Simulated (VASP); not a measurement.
Set up this calculation in VASP 6.6.1, as the native input.

| Property | Result |
| --- | --- |
| Task | single point |
| Functional | PBE |
| Potentials or basis | VASP PAW PBE potentials, release 64 (W_sv, C) |
| Cutoff | 520 eV |
| k mesh | 10 × 10 × 9 |
| Occupations | fermi-dirac, width 0.05 eV |
| Spin | no spin polarisation |
| Dipole correction | no |
| Further INCAR settings | ALGO = Normal; EDIFF = 1e-06; NBANDS = 16 |

The structure of WC (Qusongite) lies in POSCAR:

```
WC
1.0
    2.8520512461      0.0000000000      0.0000000000
   -1.4260256230      2.4699488320      0.0000000000
    0.0000000000      0.0000000000      2.7928804826
W C
1 1
Direct
    0.0000000000      0.0000000000      0.0000000000
    0.6666666667      0.3333333333      0.5000000000
```

One way to write it, as run:

INCAR

```
ALGO = Normal
EDIFF = 1E-6
ENCUT = 520
GGA = PE
ISIF = 2
ISMEAR = -1
LASPH = True
LCHARG = False
LREAL = False
LWAVE = False
NBANDS = 16
NELM = 80
PREC = Accurate
SIGMA = 0.05
```

KPOINTS

```
k-points
0
Gamma
  10 10 9
```

Potentials or basis: VASP PAW PBE potentials, release 64 (W_sv, C).

The run is started by

```bash
$ cat potpaw_PBE.64/W_sv/POTCAR potpaw_PBE.64/C/POTCAR > POTCAR
$ mpirun -np 1 vasp_std > vasp.out
```

It gave:

| Item | Value |
| --- | --- |
| Pressure | 31.4 GPa |
| Band gap on the k mesh | zero (band 9 reaches 12.51 eV, above the bottom of band 10 at 11.26 eV) |

Caveat: spin-orbit coupling is left out, which moves the levels of the heavy elements.

It took 8.5 s on 1 thread of Intel(R) Xeon(R) 6975P-C (Granite Rapids), with other jobs on the host, peak memory 0.15 GiB.
